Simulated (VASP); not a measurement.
Runs of VASP 6.6.1 on Tl. The structure is that of space group P6_3/mmc (No. 194), or close to it. The cells are those of the table. 

| cell | k mesh | gap on the mesh (eV) | pressure (GPa) |
| --- | --- | --- | --- |
| a = 3.451, b = 3.451, c = 11.137 Å, angles 90.0, 90.0, 120.0°, 4 atoms | 12 × 12 × 3 | none | (a) |
| a = 3.549, b = 3.549, c = 11.451 Å, angles 90.0, 90.0, 120.0°, 4 atoms | 12 × 12 × 3 | none | (b) |
| a = 3.549, b = 3.549, c = 11.451 Å, angles 90.0, 90.0, 120.0°, 4 atoms | 11 × 11 × 3 | none | -0.1 |
| a = 3.595, b = 3.595, c = 11.602 Å, angles 90.0, 90.0, 120.0°, 4 atoms | 12 × 12 × 3 | none | -0.9 |
| a = 3.401, b = 3.401, c = 10.974 Å, angles 90.0, 90.0, 120.0°, 4 atoms | 12 × 12 × 3 | none | 4.8 |
| a = 3.501, b = 3.501, c = 11.296 Å, angles 90.0, 90.0, 120.0°, 4 atoms | 12 × 12 × 3 | none | 1.2 |

Alike in all rows: task single point; level PBE; potentials or basis VASP PAW PBE potentials, release 64 (Tl_d); no spin polarisation; cutoff (eV) 520; smearing fermi-dirac 0.1 eV.

Q: Estimate the missing entries.

A: (a) 2.8; (b) 0.0.

Caveats: spin-orbit coupling is left out, which moves the levels of the heavy elements; the cell stands under pressure (at least some runs).

A k mesh can miss the band edges, and the runs leave out spin-orbit coupling on Tl.

A gap of «none» marks levels without a gap at the run's occupations.
